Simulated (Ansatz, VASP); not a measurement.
One calculation of TiAl3, two programs

Contents of INCAR:

```
PREC = Accurate
ENCUT = 520
EDIFF = 1E-6
ISMEAR = 0
SIGMA = 0.15
LREAL = F
LASPH = T
NELM = 100
ALGO = Fast
ISIF = 2
LWAVE = F
LCHARG = T
GGA = PS
LELF = T
LVHAR = T
NBANDS = 18
```

KPOINTS

```
Automatic mesh
0
Gamma
  14 14 14
```

File POSCAR:

```
TiAl3
1.0
   -1.9075708801      1.9075708801      4.2765669297
    1.9075708801     -1.9075708801      4.2765669297
    1.9075708801      1.9075708801     -4.2765669297
Ti Al
1 3
Direct
    0.0000000000     -0.0051801531     -0.0051801531
    0.5000000000      0.4948785329     -0.0051214671
    0.7500000000      0.2571556974      0.5071556974
    0.2500000000      0.7571556974      0.5071556974
```

Input for Ansatz:

```yaml
crystal:
  lattice:
    - [-1.9075708801, 1.9075708801, 4.2765669297]
    - [1.9075708801, -1.9075708801, 4.2765669297]
    - [1.9075708801, 1.9075708801, -4.2765669297]
  atoms:
    - { symbol: Ti, position: [0.0, -0.0051801531, -0.0051801531] }
    - { symbol: Al, position: [0.5, 0.4948785329, -0.0051214671] }
    - { symbol: Al, position: [0.75, 0.2571556974, 0.5071556974] }
    - { symbol: Al, position: [0.25, 0.7571556974, 0.5071556974] }
basis:
  ecutwfc: 520.0
kpoints:
  mp_grid: { grid: [14, 14, 14] }
hamiltonian:
  xc: pbesol
  pseudopotentials: { kind: paw, azcp: { folder: soft_1 } }
scf:
  occupations: { method: gaussian, width: 0.15 }
output:
  forces: true
  stress: true
  eigenvalues: true
```

Change from the starting cell: mode 4 frozen in at +0.000 Å and mode 5 at -0.027 Å (largest displacements).

Alike in both runs: task single point; functional PBEsol; k mesh 14 × 14 × 14; occupations gaussian, width 0.15 eV; no spin polarisation.

|  | VASP | Ansatz |
| --- | --- | --- |
| version | VASP 6.6.1 | Ansatz 0.2.0 |
| potentials or method | VASP PAW PBE potentials, release 64 (Ti_sv, Al), cutoff 520 eV | scalar-relativistic, plane waves, PAW |
| valence electrons in the cell | 21 | 21 |

|  | VASP | Ansatz | Ansatz less VASP |
| --- | --- | --- | --- |
| gap on the k mesh at the Fermi level (eV) | none | none | - |
| pressure (GPa) | 0.1 | 0.1 | -0.07 |
| rms of the force components (eV/Å) | 0.083 | 0.083 | -0.0003 |

VASP's potentials were made for PBE, not for PBEsol, and Ansatz warns of the same on its side. Atom by atom the forces differ by 0.000 eV/Å (rms over components). A gap of «none» marks a metal or a gap that the smearing closes.
